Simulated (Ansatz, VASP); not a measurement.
## InP: VASP beside Ansatz

Contents of POSCAR:

```
InP
1.0
    0.0000000000      2.9535689347      3.0864795368
    2.9535689347      0.0000000000      3.0864795368
    2.9535689347      2.9535689347      0.0000000000
In P
1 1
Direct
    0.0000000000      0.0000000000      0.0000000000
    0.7500000000      0.7500000000      0.7500000000
```

The input INCAR.step1:

```
SYSTEM = InP
  PREC = Accurate
  ENCUT = 520
  ISMEAR = 0
  SIGMA = 0.05
  LREAL = .False.
  LASPH = .True.
  NELM = 100
  NBANDS = 16
  GGA = PE
  ALGO = Normal
  EDIFF = 1E-4
  LWAVE = .True.
  LCHARG = .False.
```

INCAR.step2

```
SYSTEM = InP
  PREC = Accurate
  ENCUT = 520
  EDIFF = 1E-7
  ISMEAR = 0
  SIGMA = 0.05
  LREAL = .False.
  LASPH = .True.
  NELM = 100
  ALGO = Normal
  ISIF = 2
  LWAVE = .False.
  LCHARG = .True.
  METAGGA = R2SCAN
  LMIXTAU = .True.
  LELF = .True.
  LVHAR = .True.
  NBANDS = 16
  ISTART = 1
```

Contents of KPOINTS:

```
Automatic mesh
0
Gamma
  8 8 8
  0 0 0
```

Input for Ansatz:

```yaml
crystal:
  lattice:
    - [0.0, 2.9535689347, 3.0864795368]
    - [2.9535689347, 0.0, 3.0864795368]
    - [2.9535689347, 2.9535689347, 0.0]
  atoms:
    - { symbol: In, position: [0.0, 0.0, 0.0] }
    - { symbol: P, position: [0.75, 0.75, 0.75] }
basis:
  ecutwfc: 500
kpoints:
  mp_grid: { grid: [8, 8, 8] }
hamiltonian:
  xc: r2scan
scf:
  occupations: { method: gaussian, width: 0.05 }
output:
  forces: true
  stress: true
  eigenvalues: true
```

Change from the starting cell: strain +0.0450 x Voigt [0, 0, 1, 0, 0, 0], atoms carried along.

Alike in both runs: task single point; functional r2SCAN; k mesh 8 × 8 × 8; occupations gaussian, width 0.05 eV; no spin polarisation.

|  | VASP | Ansatz |
| --- | --- | --- |
| version | VASP 6.6.1 | Ansatz 0.2.0 |
| potentials or method | VASP PAW PBE potentials, release 64 (In_d, P), cutoff 520 eV | scalar-relativistic, plane waves, PAW |
| valence electrons in the cell | 18 | 18 |

|  | VASP | Ansatz | Ansatz less VASP |
| --- | --- | --- | --- |
| gap on the k mesh at the Fermi level (eV) | 0.69 | 0.69 | -0.002 |
| least direct gap on the mesh (eV) | 0.69 | 0.69 | -0.002 |
| pressure (GPa) | -2.9 | -2.8 | +0.10 |
| traceless stress, the component that is largest in VASP (GPa) | -1.45 | -1.44 | +0.010 |

VASP's potentials were made for PBE, not for r2SCAN.
